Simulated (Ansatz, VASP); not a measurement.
**LiCl: VASP beside Ansatz**

The input POSCAR:

```
LiCl
1.0
    4.2230531480      0.0000000000      0.0000000000
   -2.1115265740      3.6572713077      0.0000000000
    0.0000000000      0.0000000000      5.3094642403
Li Cl
2 2
Direct
    0.3333333333      0.6666666667      0.2500000000
    0.6666666667      0.3333333333      0.7500000000
    0.6666666667      0.3333333333      0.2500000000
    0.3333333333      0.6666666667      0.7500000000
```

Contents of INCAR.step1:

```
SYSTEM = LiCl
PREC     = Accurate       ! precision mode
ENCUT    = 520            ! plane-wave cutoff, eV
ISMEAR   = 0              ! smearing method
SIGMA    = 0.01           ! smearing width, eV
LREAL    = .FALSE.        ! projectors in reciprocal space
LASPH    = .TRUE.         ! aspherical terms in the spheres
NELM     = 100            ! most SCF steps
NBANDS   = 18             ! bands
GGA      = PE             ! functional
ALGO     = Normal         ! electronic algorithm
EDIFF    = 1E-4           ! SCF threshold, eV
LWAVE    = .TRUE.         ! write WAVECAR
LCHARG   = .FALSE.        ! write CHGCAR
```

Contents of INCAR.step2:

```
SYSTEM = LiCl
PREC     = Accurate       ! precision mode
ENCUT    = 520            ! plane-wave cutoff, eV
EDIFF    = 1E-6           ! SCF threshold, eV
ISMEAR   = 0              ! smearing method
SIGMA    = 0.01           ! smearing width, eV
LREAL    = .FALSE.        ! projectors in reciprocal space
LASPH    = .TRUE.         ! aspherical terms in the spheres
NELM     = 100            ! most SCF steps
ALGO     = Normal         ! electronic algorithm
ISIF     = 2              ! what is computed and relaxed
LWAVE    = .FALSE.        ! write WAVECAR
LCHARG   = .FALSE.        ! write CHGCAR
METAGGA  = R2SCAN         ! meta-GGA
LMIXTAU  = .TRUE.       
NBANDS   = 18             ! bands
ISTART   = 1
```

The input KPOINTS:

```
Automatic mesh
0
G
  12 12 6
  0 0 0
```

Input for Ansatz:

```yaml
crystal:
  lattice:
    - [4.223053148, 0.0, 0.0]
    - [-2.111526574, 3.6572713077, 0.0]
    - [0.0, 0.0, 5.3094642403]
  atoms:
    - { symbol: Li, position: [0.3333333333, 0.6666666667, 0.25] }
    - { symbol: Li, position: [0.6666666667, 0.3333333333, 0.75] }
    - { symbol: Cl, position: [0.6666666667, 0.3333333333, 0.25] }
    - { symbol: Cl, position: [0.3333333333, 0.6666666667, 0.75] }
kpoints:
  mp_grid: { grid: [12, 12, 6] }
  band_path:
    path:
      - [0.0, 0.0, 0.0]
      - [0.5, 0.0, 0.0]
      - [0.3333333333, 0.3333333333, 0.0]
      - [0.0, 0.0, 0.5]
      - [0.5, 0.0, 0.5]
      - [0.3333333333, 0.3333333333, 0.5]
    npoints: 1
hamiltonian:
  xc: r2scan
scf:
  occupations: { method: fixed }
  n_extra_bands: 5
output:
  forces: true
  stress: true
  eigenvalues: true
```

Change from the starting cell: hydrostatic strain +1.5%.

Alike in both runs: task single point; functional r2SCAN; k mesh 12 × 12 × 6; no spin polarisation.

|  | VASP | Ansatz |
| --- | --- | --- |
| version | VASP 6.6.1 | Ansatz 0.2.0 |
| potentials or method | VASP PAW PBE potentials, release 64 (Li_sv, Cl) | plane waves, PAW |
| plane-wave cutoff (eV) | 520 | 500 |
| occupations | gaussian, width 0.01 eV | fixed |
| valence electrons in the cell | 20 | 20 |

Ansatz gave:

- gap on the k mesh at the Fermi level (eV): 6.16

Task: Estimate VASP's values.

Result: gap on the k mesh at the Fermi level (eV): 6.21.

VASP's potentials were made for PBE, not for r2SCAN.

Noted on VASP's run: the cutoff is short for stress, so the pressure is rough.
